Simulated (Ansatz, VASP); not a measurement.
# Two plane-wave programs on Li2S

The input INCAR:

```
SYSTEM = Li2S
ALGO     = Normal         ! electronic algorithm
EDIFF    = 1E-6           ! SCF threshold, eV
ENCUT    = 750            ! plane-wave cutoff, eV
GGA      = PE             ! functional
GGA_COMPAT= .False.      
ISIF     = 2              ! what is computed and relaxed
ISMEAR   = 1              ! smearing method
LASPH    = .True.         ! aspherical terms in the spheres
LCHARG   = .False.        ! write CHGCAR
LREAL    = .False.        ! projectors in reciprocal space
LWAVE    = .False.        ! write WAVECAR
NBANDS   = 13             ! bands
NELM     = 120            ! most SCF steps
PREC     = Accurate       ! precision mode
SIGMA    = 0.5            ! smearing width, eV
```

KPOINTS

```
k-points
0
Gamma
  6 6 6
  0 0 0
```

File POSCAR:

```
Li2S
1.0
    0.0000000000      2.8452942165      2.8452942165
    2.8452942165      0.0000000000      2.8452942165
    2.8452942165      2.8452942165      0.0000000000
S Li
1 2
Direct
    0.0000000000      0.0000000000      0.0000000000
    0.2500000000      0.2500000000      0.2500000000
    0.7500000000      0.7500000000      0.7500000000
```

Input for Ansatz:

```yaml
crystal:
  lattice:
    - [0.0, 2.8452942165, 2.8452942165]
    - [2.8452942165, 0.0, 2.8452942165]
    - [2.8452942165, 2.8452942165, 0.0]
  atoms:
    - { symbol: S, position: [0.0, 0.0, 0.0] }
    - { symbol: Li, position: [0.25, 0.25, 0.25] }
    - { symbol: Li, position: [0.75, 0.75, 0.75] }
kpoints:
  mp_grid: { grid: [6, 6, 6] }
hamiltonian:
  xc: pbe
scf:
  occupations: { method: cold, width: 0.5 }
  n_extra_bands: 4
output:
  forces: true
  stress: true
  eigenvalues: true
```

Alike in both runs: task single point; functional PBE; k mesh 6 × 6 × 6; no spin polarisation.

|  | VASP | Ansatz |
| --- | --- | --- |
| version | VASP 6.6.1 | Ansatz 0.2.0 |
| potentials or method | VASP PAW PBE potentials, release 64 (S, Li_sv) | plane waves |
| plane-wave cutoff (eV) | 750 | 420 |
| occupations | methfessel-paxton of order 1, width 0.5 eV | cold, width 0.5 eV |
| valence electrons in the cell | 12 | 12 |

```csv
,VASP,Ansatz,Ansatz less VASP
gap on the k mesh at the Fermi level (eV),3.39,3.39,-0.003
pressure (GPa),0.1,0.3,+0.23
```
